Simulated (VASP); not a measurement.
# Ti in VASP: notebook

Ti is run at these levels: r2SCAN; tasks: electric field gradients.

Everything below comes from runs of VASP 6.6.1. Logs are shortened: lines on timing, memory, paths and dates and some standing lists are left out, and cuts for length are marked.

## 1. The cell of the first run

It takes space group Im-3m (No. 229, cubic). Conventional cell: a = 3.252 Å, b = 3.252 Å, c = 3.252 Å, α = 90.00°, β = 90.00°, γ = 90.00°. Within 3.7 Å of Ti (site symmetry m-3m) lie 14 Ti at 2.82 to 3.25 Å.

This isn't the form of Ti at room conditions, which is hcp.

## 2. Electric field gradients, r2SCAN

Input file POSCAR:

```
Ti
1.0
   -1.6258179727      1.6258179727      1.6258179727
    1.6258179727     -1.6258179727      1.6258179727
    1.6258179727      1.6258179727     -1.6258179727
Ti
1
Direct
    0.0000000000      0.0000000000      0.0000000000
```

Input file INCAR.step1:

```
ALGO = Normal ; EDIFF = 1E-4
ENCUT = 520 ; GGA = PE
ISMEAR = -1 ; LASPH = True
LCHARG = False ; LREAL = False
LWAVE = True ; NBANDS = 12
NELM = 60 ; PREC = Accurate
SIGMA = 0.05
```

Input file INCAR.step2:

```
ALGO = Normal ; EDIFF = 1E-8
ENCUT = 520 ; ISIF = 2
ISMEAR = -1 ; ISTART = 1
LASPH = True ; LCHARG = False
LEFG = True ; LMIXTAU = True
LREAL = False ; LWAVE = False
METAGGA = R2SCAN ; NBANDS = 12
NELM = 60 ; PREC = Accurate
SIGMA = 0.05
```

Input file KPOINTS:

```
k-points
0
Gamma
  18 18 18
```

Potentials or basis: VASP PAW PBE potentials, release 64 (Ti_sv).

Run with:

```
$ cat potpaw_PBE.64/Ti_sv/POTCAR > POTCAR
$ cp INCAR.step1 INCAR
$ mpirun -np 1 vasp_std > vasp.out
$ cp INCAR.step2 INCAR
$ mpirun -np 1 vasp_std > vasp.out
```

OUTCAR:

```text
EDIFF = 1E-8
   ENCUT = 520
   ISIF = 2
   ISMEAR = -1
   ISTART = 1
   LASPH = True
   LREAL = False
   METAGGA = R2SCAN
   NELM = 60
   PREC = Accurate

 ion  position               nearest neighbor table
   1  0.000  0.000  0.000-

  LATTYP: Found a body centered cubic cell.
 ALAT       =     3.2516359454

  Lattice vectors:

 A1 = (  -1.6258179727,   1.6258179727,   1.6258179727)
 A2 = (   1.6258179727,  -1.6258179727,   1.6258179727)
 A3 = (   1.6258179727,   1.6258179727,  -1.6258179727)

Analysis of symmetry for initial positions (statically):
=====================================================================
 Subroutine PRICEL returns:
 Original cell was already a primitive cell.

 Routine SETGRP: Setting up the symmetry group for a
 body centered cubic supercell.

 Subroutine GETGRP returns: Found 48 space group operations
 (whereof 48 operations were pure point group operations)
 out of a pool of 48 trial point group operations.

The static configuration has the point symmetry O_h .

Analysis of symmetry for dynamics (positions and initial velocities):
=====================================================================
 Subroutine PRICEL returns:
 Original cell was already a primitive cell.

 Routine SETGRP: Setting up the symmetry group for a
 body centered cubic supercell.

 Subroutine GETGRP returns: Found 48 space group operations
 (whereof 48 operations were pure point group operations)
 out of a pool of 48 trial point group operations.

The dynamic configuration has the point symmetry O_h .

 Subroutine INISYM returns: Found 48 space group operations
 (whereof 48 operations are pure point group operations),
 and found     1 'primitive' translations

----------------------------------------------------------------------------------------

                                     Primitive cell

  volume of cell :      17.1900

  direct lattice vectors                    reciprocal lattice vectors
    -1.625817973  1.625817973  1.625817973     0.000000000  0.307537503  0.307537503
     1.625817973 -1.625817973  1.625817973     0.307537503  0.000000000  0.307537503
     1.625817973  1.625817973 -1.625817973     0.307537503  0.307537503  0.000000000

  length of vectors
[... 118 lines left out ...]
 number of electron      11.9999996 magnetization

 Free energy of the ion-electron system (eV)
  ---------------------------------------------------
  ext. energy  EPLUGINS =         0.00000000
  ---------------------------------------------------
  free energy    TOTEN  =       -12.82280121 eV

  energy without entropy =      -12.80547967  energy(sigma->0) =      -12.81414044

 E-fermi :   8.2320     XC(G=0): -12.4522

 val. band max:        8.2313506627   @ k =  -0.3889   0.3889   0.1111
 cond. band min:       8.2382635509   @ k =   0.3333   0.1667   0.0556
 fundamental gap:      0.0069128881
 Fermi energy:         8.2320428191

 k-point     1 :       0.0000    0.0000    0.0000
  band No.  band energies     occupation
      1     -50.6566      2.00000
      2     -25.4481      2.00000
      3     -25.4481      2.00000
      4     -25.4480      2.00000
      5       1.8692      2.00000
      6       9.3833      0.00000
      7       9.3833      0.00000
      8       9.3834      0.00000
      9      11.1862      0.00000
     10      11.1862      0.00000
     11      26.3933      0.00000
     12      26.3934      0.00000
[... 331 lines left out ...]
 k-point    24 :       0.3889    0.1111    0.0000
  band No.  band energies     occupation
      1     -50.5136      2.00000
      2     -26.1209      2.00000
      3     -25.6895      2.00000
      4     -25.4838      2.00000
      5       5.8460      2.00000
      6       7.9270      1.99552
      7       8.6404      0.00057
      8      11.1186      0.00000
      9      11.6789      0.00000
     10      13.0882      0.00000
     11      17.8755      0.00000
     12      21.9000      0.00000

 [... further k-points ...]
[... 5 lines left out ...]
  --------------------------------------------------------------------------------------
  -------------------------------------------------------------------------------------
  Total        0.0530034      0.0530034      0.0530034      0.0000000      0.0000000      0.0000000
  in kB        4.9401297      4.9401297      4.9401297      0.0000000      0.0000000      0.0000000
  external PRESSURE =       4.9401297 kB  Pullay stress =       0.0000000 kB

 VOLUME and BASIS-vectors are now :
 -----------------------------------------------------------------------------
  energy-cutoff  :      520.00
  volume of cell :       17.19
      direct lattice vectors                 reciprocal lattice vectors
    -1.625817973  1.625817973  1.625817973     0.000000000  0.307537503  0.307537503
     1.625817973 -1.625817973  1.625817973     0.307537503  0.000000000  0.307537503
     1.625817973  1.625817973 -1.625817973     0.307537503  0.307537503  0.000000000

 POSITION                                       TOTAL-FORCE (eV/Angst)
 -----------------------------------------------------------------------------------
      0.00000      0.00000      0.00000         0.000000     -0.000000      0.000000
 -----------------------------------------------------------------------------------
    total drift:                                0.000000      0.000000     -0.000000

  FREE ENERGIE OF THE ION-ELECTRON SYSTEM (eV)
  ---------------------------------------------------
  free  energy   TOTEN  =       -12.8228012125 eV

  energy  without entropy=      -12.8054796740  energy(sigma->0) =      -12.81414044

 Electric field gradients (V/A^2)
---------------------------------------------------------------------
 ion       V_xx      V_yy      V_zz      V_xy      V_xz      V_yz
---------------------------------------------------------------------
   1      -0.000    -0.000    -0.000     0.000     0.000     0.000
---------------------------------------------------------------------

 Electric field gradients after diagonalization (V/A^2)
 (convention: |V_zz| > |V_xx| > |V_yy|)
----------------------------------------------------------------------
 ion       V_xx      V_yy      V_zz     asymmetry (V_yy - V_xx)/ V_zz
----------------------------------------------------------------------
   1      -0.000    -0.000     0.000       0.000
----------------------------------------------------------------------

           NMR quadrupolar parameters

 Cq : quadrupolar parameter    Cq=e*Q*V_zz/h
 eta: asymmetry parameters     (V_yy - V_xx)/ V_zz
 Q  : nuclear electric quadrupole moment in mb (millibarn)
----------------------------------------------------------------------
 ion       Cq(MHz)       eta       Q (mb)
----------------------------------------------------------------------
   1       0.000       0.000       1.000
----------------------------------------------------------------------
```

OUTCAR.step1:

```text
EDIFF = 1E-4
   ENCUT = 520
   GGA = PE
   ISMEAR = -1
   LASPH = True
[... 575 lines left out ...]

 POSITION                                       TOTAL-FORCE (eV/Angst)
 -----------------------------------------------------------------------------------
      0.00000      0.00000      0.00000         0.000000      0.000000      0.000000
 -----------------------------------------------------------------------------------
    total drift:                                0.000000      0.000000      0.000000

  FREE ENERGIE OF THE ION-ELECTRON SYSTEM (eV)
  ---------------------------------------------------
  free  energy   TOTEN  =        -7.7342653131 eV

  energy  without entropy=       -7.7155996645  energy(sigma->0) =       -7.72493249
```

OSZICAR.step1:

```text
N       E                     dE             d eps       ncg     rms          rms(c)
DAV:   1     0.864133611888E+02    0.86413E+02   -0.65498E+03  4696   0.121E+03
DAV:   2    -0.440508992144E+01   -0.90818E+02   -0.88442E+02  4784   0.296E+02
DAV:   3    -0.865434027056E+01   -0.42493E+01   -0.42047E+01  6352   0.652E+01
DAV:   4    -0.875099345778E+01   -0.96653E-01   -0.96538E-01  5300   0.869E+00
DAV:   5    -0.875329902421E+01   -0.23056E-02   -0.23055E-02  5504   0.123E+00    0.834E+00
DAV:   6    -0.772637750038E+01    0.10269E+01   -0.24370E+00  5100   0.221E+01    0.212E+00
DAV:   7    -0.772385853210E+01    0.25190E-02   -0.70802E-02  5516   0.286E+00    0.126E+00
DAV:   8    -0.773376537234E+01   -0.99068E-02   -0.35562E-02  4912   0.214E+00    0.946E-02
DAV:   9    -0.773421237715E+01   -0.44700E-03   -0.25244E-03  5632   0.457E-01    0.777E-02
DAV:  10    -0.773426531313E+01   -0.52936E-04   -0.22776E-04  4964   0.163E-01
   1 F= -.77342653E+01 E0= -.77249325E+01  d E =-.186656E-01
```

It took 1.9 min on 1 thread of Intel Xeon Platinum 8488C (Sapphire Rapids), shared host; peak memory 0.16 GiB.

Results:

* Free energy: -12.8228 eV
* Pressure: 0.5 GPa
* Band gap on the k mesh: zero (bands 6 and 7 overlap by 1.84 eV)
* Largest electric field gradient by atom: under 0.05 V/Å² on every atom

Caveat: the PAW data sets were made with another functional, which shifts forces and pressure a little.

[end of part 1 of 2]
